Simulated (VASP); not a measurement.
Set up this calculation in VASP 6.6.1, as the native input.

- Task: single point
- Functional: r2SCAN
- Potentials or basis: VASP PAW PBE potentials, release 64 (B, P)
- Cutoff: 520 eV
- k mesh: 10 × 10 × 10
- Occupations: gaussian, width 0.01 eV
- Spin: no spin polarisation
- Dipole correction: no
- Further INCAR settings: ALGO = Normal; EDIFF = 1e-06; NBANDS = 11

BP:

```
B P
1.0
     0.00000    2.26832    2.22295
     2.26832    0.00000    2.22295
     2.26832    2.26832    0.00000
B P
1 1
Direct
  0.00000 0.00000 0.00000
  0.25000 0.25000 0.25000
```

This cell differs from its parent crystal: uniaxial z strain -2.0%.

These files were run (other wordings do the same):

POSCAR

```
BP
1.0
    0.0000000000      2.2683156689      2.2229493555
    2.2683156689      0.0000000000      2.2229493555
    2.2683156689      2.2683156689      0.0000000000
B P
1 1
Direct
    0.0000000000      0.0000000000      0.0000000000
    0.2500000000      0.2500000000      0.2500000000
```

INCAR.step1

```
PREC = Accurate
ENCUT = 520
ISMEAR = 0
SIGMA = 0.01
LREAL = False
LASPH = True
NELM = 80
NBANDS = 11
GGA = PE
ALGO = Normal
EDIFF = 1E-4
LWAVE = True
LCHARG = False
```

INCAR.step2

```
PREC = Accurate
ENCUT = 520
EDIFF = 1E-6
ISMEAR = 0
SIGMA = 0.01
LREAL = False
LASPH = True
NELM = 80
ALGO = Normal
ISIF = 2
LWAVE = False
LCHARG = False
METAGGA = R2SCAN
LMIXTAU = True
NBANDS = 11
ISTART = 1
```

KPOINTS

```
regular mesh
0
Gamma
  10 10 10
```

Potentials or basis: VASP PAW PBE potentials, release 64 (B, P).

Command:

```sh
$ cat potpaw_PBE.64/B/POTCAR potpaw_PBE.64/P/POTCAR > POTCAR
$ cp INCAR.step1 INCAR
$ mpirun -np 1 vasp_std > vasp.out
$ cp INCAR.step2 INCAR
$ mpirun -np 1 vasp_std > vasp.out
```

It gave:

```json
{
  "Pressure": "3.0 GPa",
  "Band gap on the k mesh": "1.10 eV, indirect (least direct gap 3.45 eV)"
}
```

Caveat: the cell differs from its parent crystal (uniaxial z strain -2.0%); the PAW data sets were made with another functional, which shifts forces and pressure a little.

It took 26 s on 1 thread of Intel(R) Xeon(R) 6975P-C (Granite Rapids), on a shared host, peak memory 0.14 GiB.
